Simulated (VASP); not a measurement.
Write the native input for VASP 6.6.1 that does the following.

* Task: single point
* Functional: LDA
* Potentials or basis: VASP PAW LDA potentials, release 64 (Te, Mo_sv)
* Cutoff: 500 eV
* k mesh: 12 × 12 × 2
* Occupations: gaussian, width 0.02 eV
* Spin: no spin polarisation
* Dipole correction: no
* Further INCAR settings: ALGO = Normal; EDIFF = 1e-06; NBANDS = 20

The structure of Te2Mo lies in POSCAR:

```
Te2Mo
1.0
    3.4665480208      0.0000000000      0.0000000000
   -1.7332740104      3.0021186495      0.0000000000
    0.0000000000      0.0000000000     17.2570141574
Te Mo
2 1
Direct
    0.3333333333      0.6666666667      0.8960015717
    0.3333333333      0.6666666667      0.1039984283
    0.0000000000      0.0000000000      0.0000000000
```

This cell differs from its parent crystal: strain along c alone, the other axes held: -1.5 %, then relaxed in part.

These files were run (other wordings do the same):

INCAR

```
ALGO     = Normal         # electronic algorithm
EDIFF    = 1E-6           # SCF threshold, eV
ENCUT    = 500            # plane-wave cutoff, eV
GGA_COMPAT= False        
ISIF     = 2              # what is computed and relaxed
ISMEAR   = 0              # smearing method
LASPH    = True           # aspherical terms in the spheres
LCHARG   = False          # write CHGCAR
LREAL    = False          # projectors in reciprocal space
LWAVE    = False          # write WAVECAR
NBANDS   = 20             # bands
NELM     = 120            # most SCF steps
PREC     = Accurate       # precision mode
SIGMA    = 0.02           # smearing width, eV
```

KPOINTS

```
k-points
0
Gamma
  12 12 2
```

Potentials or basis: VASP PAW LDA potentials, release 64 (Te, Mo_sv).

Launch:

```sh
$ cat potpaw_LDA.64/Te/POTCAR potpaw_LDA.64/Mo_sv/POTCAR > POTCAR
$ mpirun -np 1 vasp_std > vasp.out
```

It gave:

The largest force is 0.060 eV/Å and the band gap on the k mesh is 1.24 eV.

Caveat: the cell differs from its parent crystal (strain along c alone, the other axes held: -1.5 %, then relaxed in part); spin-orbit coupling is left out, which moves the levels of the heavy elements.

Run time: 4.7 min on 1 thread of Intel Xeon 8259CL (shared host), peak memory 0.32 GiB.
